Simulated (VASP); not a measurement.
# SiC (Fm-3m) in VASP: further runs

The runs below take SiC through single point, with PBE.

All numbers are computed with VASP 6.6.1; they aren't measurements. Logs are shortened: lines on timing, memory, paths and dates and some standing lists are left out, and cuts for length are marked.

### 1 The cell of the first run

It takes space group Fm-3m (No. 225, cubic). Conventional cell: a = 3.828 Å, b = 3.828 Å, c = 3.828 Å, α = 90.00°, β = 90.00°, γ = 90.00°. Within 2.5 Å of C (site symmetry m-3m) lie 6 Si at 1.91 Å. Si (site symmetry m-3m) has 6 C at 1.91 Å within 2.5 Å.

### 2 Single point, PBE (volume scaled by 0.840)

The input, INCAR:

```
ALGO     = Normal         # electronic algorithm
EDIFF    = 1E-7           # SCF threshold, eV
ENCUT    = 520            # plane-wave cutoff, eV
GGA      = PE             # functional
ISIF     = 2              # what is computed and relaxed
ISMEAR   = 0              # smearing method
LASPH    = T              # aspherical terms in the spheres
LCHARG   = F              # write CHGCAR
LREAL    = F              # projectors in reciprocal space
LWAVE    = F              # write WAVECAR
NBANDS   = 11             # bands
NELM     = 80             # most SCF steps
PREC     = Accurate       # precision mode
SIGMA    = 0.05           # smearing width, eV
```

The input, KPOINTS:

```
k-points
0
Gamma
  20 20 20
```

The input, POSCAR:

```
SiC
1.0
    0.0000000000      1.9140014112      1.9140014112
    1.9140014112      0.0000000000      1.9140014112
    1.9140014112      1.9140014112      0.0000000000
C Si
1 1
Direct
    0.0000000000      0.0000000000      0.0000000000
    0.5000000000      0.5000000000      0.5000000000
```

Potentials or basis: VASP PAW PBE potentials, release 64 (C, Si).

Launch:

```sh
> cat potpaw_PBE.64/C/POTCAR potpaw_PBE.64/Si/POTCAR > POTCAR
> mpirun -np 1 vasp_std > vasp.out
```

OUTCAR:

```text
EDIFF = 1E-7
   ENCUT = 520
   GGA = PE
   ISIF = 2
   ISMEAR = 0
   LASPH = T
   LREAL = F
   NELM = 80
   PREC = Accurate

 ion  position               nearest neighbor table
   1  0.000  0.000  0.000-   2 1.91   2 1.91   2 1.91   2 1.91   2 1.91   2 1.91
   2  0.500  0.500  0.500-   1 1.91   1 1.91   1 1.91   1 1.91   1 1.91   1 1.91

  LATTYP: Found a face centered cubic cell.
 ALAT       =     3.8280028224

  Lattice vectors:

 A1 = (   0.0000000000,   1.9140014112,   1.9140014112)
 A2 = (   1.9140014112,   0.0000000000,   1.9140014112)
 A3 = (   1.9140014112,   1.9140014112,   0.0000000000)

Analysis of symmetry for initial positions (statically):
=====================================================================
 Subroutine PRICEL returns:
 Original cell was already a primitive cell.

 Routine SETGRP: Setting up the symmetry group for a
 face centered cubic supercell.

 Subroutine GETGRP returns: Found 48 space group operations
[... 9 lines left out ...]

 Routine SETGRP: Setting up the symmetry group for a
 face centered cubic supercell.

 Subroutine GETGRP returns: Found 48 space group operations
[... 11 lines left out ...]
                                     Primitive cell

  volume of cell :      14.0235

  direct lattice vectors                    reciprocal lattice vectors
     0.000000000  1.914001411  1.914001411    -0.261232827  0.261232827  0.261232827
     1.914001411  0.000000000  1.914001411     0.261232827 -0.261232827  0.261232827
     1.914001411  1.914001411  0.000000000     0.261232827  0.261232827 -0.261232827

  length of vectors
     2.706806754  2.706806754  2.706806754     0.452468529  0.452468529  0.452468529

  position of ions in fractional coordinates (direct lattice)
     0.000000000  0.000000000  0.000000000
     0.500000000  0.500000000  0.500000000

  ion indices of the primitive-cell ions
   primitive index   ion index
                 1           1
                 2           2

----------------------------------------------------------------------------------------

 KPOINTS: k-points

Automatic generation of k-mesh.
 Grid dimensions read from file:
 generate k-points for:   20   20   20

 Generating k-lattice:

  Cartesian coordinates                     Fractional coordinates (reciprocal lattice)
    -0.013061641  0.013061641  0.013061641     0.050000000  0.000000000  0.000000000
     0.013061641 -0.013061641  0.013061641     0.000000000  0.050000000  0.000000000
     0.013061641  0.013061641 -0.013061641     0.000000000  0.000000000  0.050000000

  Length of vectors
     0.022623426  0.022623426  0.022623426

  Shift w.r.t. Gamma in fractional coordinates (k-lattice)
     0.000000000  0.000000000  0.000000000

 Subroutine IBZKPT returns following result:
 ===========================================

 Found    256 irreducible k-points:

 Following reciprocal coordinates:
            Coordinates               Weight
  0.000000  0.000000  0.000000      1.000000
  0.050000  0.000000  0.000000      8.000000
  0.100000  0.000000  0.000000      8.000000
  0.150000  0.000000  0.000000      8.000000
  0.200000  0.000000  0.000000      8.000000
  0.250000  0.000000  0.000000      8.000000
[... 16 lines left out ...]
 -0.400000  0.050000  0.000000     24.000000
 -0.350000  0.050000  0.000000     24.000000
 [... further k-points ...]
   k-points           NKPTS =    256   k-points in BZ     NKDIM =    256   number of bands    NBANDS=     11
   number of dos      NEDOS =    301   number of ions     NIONS =      2
   total plane-waves  NPLWV =   8000
   dimension x,y,z NGX =    20 NGY =   20 NGZ =   20
   dimension x,y,z NGXF=    40 NGYF=   40 NGZF=   40
   ions per type =               1   1
   NGX,Y,Z   is equivalent  to a cutoff of  12.28, 12.28, 12.28 a.u.
   NGXF,Y,Z  is equivalent  to a cutoff of  24.57, 24.57, 24.57 a.u.
 SYSTEM =  unknown system
   PREC   = accura    normal or accurate (medium, high low for compatibility)
   ISTART =      0    job   : 0-new  1-cont  2-samecut
   ICHARG =      2    charge: 1-file 2-atom 10-const
   ISPIN  =      1    spin polarized calculation?
   LNONCOLLINEAR =      F non collinear calculations
   LSORBIT =      F    spin-orbit coupling
   LASPH  =      T    aspherical Exc in radial PAW
   ENCUT  =  520.0 eV  38.22 Ry    6.18 a.u.   5.03  5.03  5.03*2*pi/ulx,y,z
   NELM   =     80;   NELMIN=  2; NELMDL= -5     # of ELM steps
   EDIFF  = 0.1E-06   stopping-criterion for ELM
   LREAL  =      F    real-space projection
   EDIFFG = 0.1E-05   stopping-criterion for IOM
   NSW    =      0    number of steps for IOM
   IBRION =     -1    ionic relax: 0-MD 1-quasi-New 2-CG
   NFREE  =      0    steps in history (QN), initial steepest desc. (CG)
   ISIF   =      2    stress and relaxation
   ISYM   =      2    0-nonsym 1-usesym 2-fastsym
   POTIM  = 0.5000    time-step for ionic-motion
   TEBEG  =    0.0;   TEEND  =   0.0 temperature during run
   PSTRESS=    0.0 pullay stress
   NELECT =       8.0000    total number of electrons
   NUPDOWN=      -1.0000    fix difference up-down
   EMIN   =  10.00;   EMAX   =-10.00  energy-range for DOS
   EFERMI =   0.00;   METHOD = LEGACY
   ISMEAR =     0;   SIGMA  =   0.05  broadening in eV -4-tet -1-fermi 0-gaus
   EFERMI_NEDOS =   21; number of points for ismear=-14 and -15
   IALGO  =     38    algorithm
   IMIX   =      4    mixing-type and parameters
     AMIX     =   0.40;   BMIX     =  1.00
     AMIX_MAG =   1.60;   BMIX_MAG =  1.00
  volume/ion in A,a.u.               =       7.01        47.32
  Fermi-wavevector in a.u.,A,eV,Ry     =   1.357748  2.565772 25.082071  1.843480
  Thomas-Fermi vector in A             =   2.484640
   LORBIT       =      0    0 simple, 1 ext, 2 COOP (PROOUT), +10 PAW based schemes
   GGA     = PE    functional components
   LHFCALC =     F    Hartree Fock is set to
   AEXX    =    0.0000 exact exchange contribution
   IVDW    =     0    specifies the selected vdW correction
   LEPSILON=     F    determine dielectric tensor
   LRPA    =     F    only Hartree local field effects (RPA)
 non-spin polarized calculation
 Gauss-broadening in eV      SIGMA  =   0.05
  energy-cutoff  :      520.00
  volume of cell :       14.02
 maximum number of plane-waves:       388
   NGX =  9   NGY =  9   NGZ =  9

 number of electron       7.9999999 magnetization

 Free energy of the ion-electron system (eV)
  ---------------------------------------------------
  ext. energy  EPLUGINS =         0.00000000
  ---------------------------------------------------
  free energy    TOTEN  =       -13.12747846 eV

  energy without entropy =      -13.12747838  energy(sigma->0) =      -13.12747842

 E-fermi :  15.3228     XC(G=0): -13.4716

 val. band max:       15.1897295049   @ k =  -0.0500   0.0500   0.0000
 cond. band min:      15.4420706284   @ k =   0.5000   0.5000   0.0000
 fundamental gap:      0.2523411235
 Fermi energy:        15.3227752384

 k-point     1 :       0.0000    0.0000    0.0000
  band No.  band energies     occupation
      1      -5.3697      2.00000
      2      15.1789      1.99995
      3      15.1789      1.99995
      4      15.1789      1.99995
      5      24.1501      0.00000
      6      24.1501      0.00000
      7      24.1501      0.00000
      8      25.8995      0.00000
      9      29.9332      0.00000
     10      29.9332      0.00000
     11      30.1615      0.00000

 k-point     2 :       0.0500    0.0000    0.0000
  band No.  band energies     occupation
      1      -5.3018      2.00000
      2      14.7980      2.00000
      3      15.1218      2.00000
      4      15.1218      2.00000
      5      24.0320      0.00000
      6      24.2889      0.00000
      7      24.2889      0.00000
      8      26.0364      0.00000
      9      28.5678      0.00000
     10      28.5678      0.00000
     11      30.0832      0.00000

 k-point     3 :       0.1000    0.0000    0.0000
  band No.  band energies     occupation
      1      -5.0980      2.00000
      2      13.7785      2.00000
      3      14.9650      2.00000
      4      14.9650      2.00000
      5      23.7166      0.00000
      6      24.6322      0.00000
      7      24.6322      0.00000
      8      26.4773      0.00000
      9      27.3425      0.00000
     10      27.3425      0.00000
     11      29.8220      0.00000

 k-point     4 :       0.1500    0.0000    0.0000
  band No.  band energies     occupation
      1      -4.7591      2.00000
      2      12.3638      2.00000
      3      14.7436      2.00000
      4      14.7436      2.00000
      5      23.3330      0.00000
      6      24.7736      0.00000
      7      24.7736      0.00000
      8      26.7461      0.00000
      9      26.7461      0.00000
     10      27.1519      0.00000
     11      29.4246      0.00000

 k-point     5 :       0.2000    0.0000    0.0000
  band No.  band energies     occupation
      1      -4.2867      2.00000
      2      10.7559      2.00000
      3      14.4962      2.00000
      4      14.4962      2.00000
      5      22.9796      0.00000
      6      24.1878      0.00000
      7      24.1878      0.00000
      8      27.2689      0.00000
      9      27.2689      0.00000
     10      27.9220      0.00000
     11      28.9796      0.00000
[... 211 lines left out ...]
 k-point    21 :       0.5000    0.0500    0.0000
  band No.  band energies     occupation
      1       0.4653      2.00000
      2       2.3749      2.00000
      3      13.3229      2.00000
      4      13.4842      2.00000
      5      20.9409      0.00000
      6      21.5180      0.00000
      7      22.4533      0.00000
      8      27.2338      0.00000
      9      31.7255      0.00000
     10      34.0930      0.00000
     11      34.6409      0.00000

 k-point    22 :      -0.4500    0.0500    0.0000
  band No.  band energies     occupation
      1       0.2251      2.00000
      2       2.6525      2.00000
      3      13.2195      2.00000
      4      13.6066      2.00000
      5      21.1052      0.00000
      6      21.4110      0.00000
      7      22.4502      0.00000
      8      27.2680      0.00000
      9      31.7021      0.00000
     10      33.8659      0.00000
     11      34.4478      0.00000

 k-point    23 :      -0.4000    0.0500    0.0000
  band No.  band energies     occupation
      1      -0.7508      2.00000
      2       3.8892      2.00000
      3      13.1785      2.00000
      4      13.7804      2.00000
      5      21.4360      0.00000
      6      21.4795      0.00000
      7      22.4758      0.00000
      8      27.4457      0.00000
      9      31.2338      0.00000
     10      32.4567      0.00000
     11      33.9459      0.00000

 k-point    24 :      -0.3500    0.0500    0.0000
  band No.  band energies     occupation
      1      -1.7341      2.00000
      2       5.3510      2.00000
      3      13.2054      2.00000
      4      13.9960      2.00000
      5      21.7273      0.00000
      6      21.9239      0.00000
      7      22.5381      0.00000
      8      27.7478      0.00000
      9      30.4480      0.00000
     10      30.8850      0.00000
     11      32.9120      0.00000

 [... further k-points ...]
[... 5 lines left out ...]
  --------------------------------------------------------------------------------------
  -------------------------------------------------------------------------------------
  Total        5.4994781      5.4994781      5.4994781     -0.0000000      0.0000000      0.0000000
  in kB      628.3119216    628.3119216    628.3119216     -0.0000000      0.0000000      0.0000000
  external PRESSURE =     628.3119216 kB  Pullay stress =       0.0000000 kB

 VOLUME and BASIS-vectors are now :
 -----------------------------------------------------------------------------
  energy-cutoff  :      520.00
  volume of cell :       14.02
      direct lattice vectors                 reciprocal lattice vectors
     0.000000000  1.914001411  1.914001411    -0.261232827  0.261232827  0.261232827
     1.914001411  0.000000000  1.914001411     0.261232827 -0.261232827  0.261232827
     1.914001411  1.914001411  0.000000000     0.261232827  0.261232827 -0.261232827

 POSITION                                       TOTAL-FORCE (eV/Angst)
 -----------------------------------------------------------------------------------
      0.00000      0.00000      0.00000         0.000000     -0.000000     -0.000000
      1.91400      1.91400      1.91400        -0.000000      0.000000      0.000000
 -----------------------------------------------------------------------------------
    total drift:                                0.000000     -0.000000     -0.000000

  FREE ENERGIE OF THE ION-ELECTRON SYSTEM (eV)
  ---------------------------------------------------
  free  energy   TOTEN  =       -13.1274784556 eV

  energy  without entropy=      -13.1274783803  energy(sigma->0) =      -13.12747842
```

Wall time 15 s (1 thread of Intel Xeon 6975P-C (Granite Rapids), shared host); peak memory 0.15 GiB.

What came out:

```yaml
Free_energy: -13.1275 eV
Pressure: 62.8 GPa
Band_gap_on_the_k_mesh: 0.25 eV, indirect (least direct gap 5.28 eV)
```

Levels at points of the mesh, in eV from the valence-band top:
```csv
k point,band 2,band 3,band 4,band 5,band 6,band 7
"(0.00, 0.00, 0.00)",-0.01,-0.01,-0.01,8.96,8.96,8.96
"(0.50, 0.00, 0.00)",-12.99,-1.55,-1.55,6.06,6.06,6.99
"(0.50, 0.50, 0.00)",-11.44,-5.03,-5.03,0.25,1.69,17.43
```

 A k mesh can miss the band edges.

### 3 Single point, PBE (volume scaled by 0.880)

The input, INCAR:

```
PREC     = Accurate       # precision mode
ENCUT    = 520            # plane-wave cutoff, eV
EDIFF    = 1E-6           # SCF threshold, eV
ISMEAR   = 0              # smearing method
SIGMA    = 0.05           # smearing width, eV
LREAL    = F              # projectors in reciprocal space
LASPH    = T              # aspherical terms in the spheres
NELM     = 100            # most SCF steps
ALGO     = Normal         # electronic algorithm
ISIF     = 2              # what is computed and relaxed
LWAVE    = F              # write WAVECAR
LCHARG   = F              # write CHGCAR
GGA      = PE             # functional
NBANDS   = 11             # bands
```

The input, KPOINTS:

```
regular mesh
0
Gamma
  20 20 20
```

The input, POSCAR:

```
SiC
1.0
    0.0000000000      1.9439125145      1.9439125145
    1.9439125145      0.0000000000      1.9439125145
    1.9439125145      1.9439125145      0.0000000000
C Si
1 1
Direct
    0.0000000000      0.0000000000      0.0000000000
    0.5000000000      0.5000000000      0.5000000000
```

Potentials or basis: VASP PAW PBE potentials, release 64 (C, Si).

Launch:

```sh
> cat potpaw_PBE.64/C/POTCAR potpaw_PBE.64/Si/POTCAR > POTCAR
> mpirun -np 1 vasp_std > vasp.out
```

Wall time 14 s (1 thread of Intel Xeon 6975P-C (Granite Rapids), shared host); peak memory 0.15 GiB.

The run converged. Its results:

```yaml
Free_energy: -13.3433 eV
Pressure: 41.4 GPa
Band_gap_on_the_k_mesh: zero (band 4 reaches 14.40 eV, above the bottom of band 5 at 14.28 eV)
```

Levels at points of the mesh, in eV from the Fermi level:
```tsv
k point	band 1	band 2	band 3	band 4	band 5	band 6	band 7	band 8	band 9
(0.00, 0.00, 0.00)	-20.00	-0.04	-0.04	-0.04	8.92	8.92	8.92	9.73	14.27
(0.50, 0.00, 0.00)	-14.32	-12.61	-1.44	-1.44	5.79	5.79	6.65	10.97	16.14
(0.50, 0.50, 0.00)	-12.21	-11.01	-4.86	-4.86	-0.14	1.89	16.64	16.64	16.73
```

### 4 Single point, PBE (volume scaled by 0.920)

The input, INCAR:

```
PREC = Accurate
ENCUT = 520
EDIFF = 1E-6
ISMEAR = 0
SIGMA = 0.05
LREAL = F
LASPH = T
NELM = 100
ALGO = Normal
ISIF = 2
LWAVE = F
LCHARG = F
GGA = PE
NBANDS = 11
```

KPOINTS is that of step 3.

The input, POSCAR:

```
SiC
1.0
    0.0000000000      1.9729304123      1.9729304123
    1.9729304123      0.0000000000      1.9729304123
    1.9729304123      1.9729304123      0.0000000000
C Si
1 1
Direct
    0.0000000000      0.0000000000      0.0000000000
    0.5000000000      0.5000000000      0.5000000000
```

Launch:

```sh
> cat potpaw_PBE.64/C/POTCAR potpaw_PBE.64/Si/POTCAR > POTCAR
> mpirun -np 1 vasp_std > vasp.out
```

Wall time 14 s (1 thread of Intel Xeon 6975P-C (Granite Rapids), shared host); peak memory 0.16 GiB.

It converged, with:

```yaml
Free_energy: -13.4796 eV
Pressure: 24.4 GPa
Band_gap_on_the_k_mesh: zero (band 4 reaches 13.69 eV, above the bottom of band 5 at 13.22 eV)
```

Levels at points of the mesh, in eV from the Fermi level:
| k point | band 1 | band 2 | band 3 | band 4 | band 5 | band 6 | band 7 | band 8 |
| --- | --- | --- | --- | --- | --- | --- | --- | --- |
| (0.00, 0.00, 0.00) | -19.41 | -0.01 | -0.01 | -0.01 | 8.89 | 8.95 | 8.95 | 8.95 |
| (0.50, 0.00, 0.00) | -13.91 | -12.19 | -1.27 | -1.27 | 5.60 | 5.60 | 6.40 | 10.48 |
| (0.50, 0.50, 0.00) | -11.93 | -10.54 | -4.63 | -4.63 | -0.43 | 2.15 | 15.98 | 15.98 |

### 5 Single point, PBE (volume scaled by 0.960)

The input, INCAR:

```
SYSTEM = SiC
  PREC = Accurate
  ENCUT = 520
  EDIFF = 1E-7
  ISMEAR = 0
  SIGMA = 0.05
  LREAL = .FALSE.
  LASPH = .TRUE.
  NELM = 100
  ALGO = Normal
  ISIF = 2
  LWAVE = .FALSE.
  LCHARG = .TRUE.
  GGA = PE
  LELF = .TRUE.
  LVHAR = .TRUE.
  NBANDS = 11
```

The input, KPOINTS:

```
Automatic mesh
0
G
  20 20 20
  0 0 0
```

The input, POSCAR:

```
SiC
1.0
    0.0000000000      2.0011189408      2.0011189408
    2.0011189408      0.0000000000      2.0011189408
    2.0011189408      2.0011189408      0.0000000000
C Si
1 1
Direct
    0.0000000000      0.0000000000      0.0000000000
    0.5000000000      0.5000000000      0.5000000000
```

Launch:

```sh
> cat potpaw_PBE.64/C/POTCAR potpaw_PBE.64/Si/POTCAR > POTCAR
> mpirun -np 1 vasp_std > vasp.out
```

Run time: 18 s. Hardware: 1 thread of Intel Xeon 6975P-C (Granite Rapids), shared host; peak memory 0.16 GiB.

Results (log left out):

| Property | Result |
| --- | --- |
| Free energy | -13.5528 eV |
| Pressure | 11.1 GPa |
| Band gap on the k mesh | zero (band 4 reaches 13.02 eV, above the bottom of band 5 at 12.24 eV) |

Levels at points of the mesh, in eV from the Fermi level:
| k point | band 1 | band 2 | band 3 | band 4 | band 5 | band 6 | band 7 | band 8 | band 9 |
| --- | --- | --- | --- | --- | --- | --- | --- | --- | --- |
| (0.00, 0.00, 0.00) | -18.83 | 0.05 | 0.05 | 0.05 | 8.15 | 9.00 | 9.00 | 9.00 | 13.20 |
| (0.50, 0.00, 0.00) | -13.51 | -11.77 | -1.09 | -1.09 | 5.46 | 5.46 | 6.18 | 10.05 | 15.23 |
| (0.50, 0.50, 0.00) | -11.65 | -10.08 | -4.40 | -4.40 | -0.66 | 2.42 | 15.39 | 15.39 | 15.61 |

### 6 The runs side by side

```csv
cell,gap on the mesh (eV),pressure (GPa)
"a = 2.707 Å, angles 60.0°, 2 atoms",0.25,62.8
"a = 2.749 Å, angles 60.0°, 2 atoms",none,41.4
"a = 2.790 Å, angles 60.0°, 2 atoms",none,24.4
"a = 2.830 Å, angles 60.0°, 2 atoms",none,11.1
```

Alike in all rows: task single point; level PBE; potentials or basis VASP PAW PBE potentials, release 64 (C, Si); no spin polarisation; k mesh 20 × 20 × 20; cutoff (eV) 520; smearing gaussian 0.05 eV.

Total energies depend on the potentials used, so only differences within one code and one set of settings carry meaning.
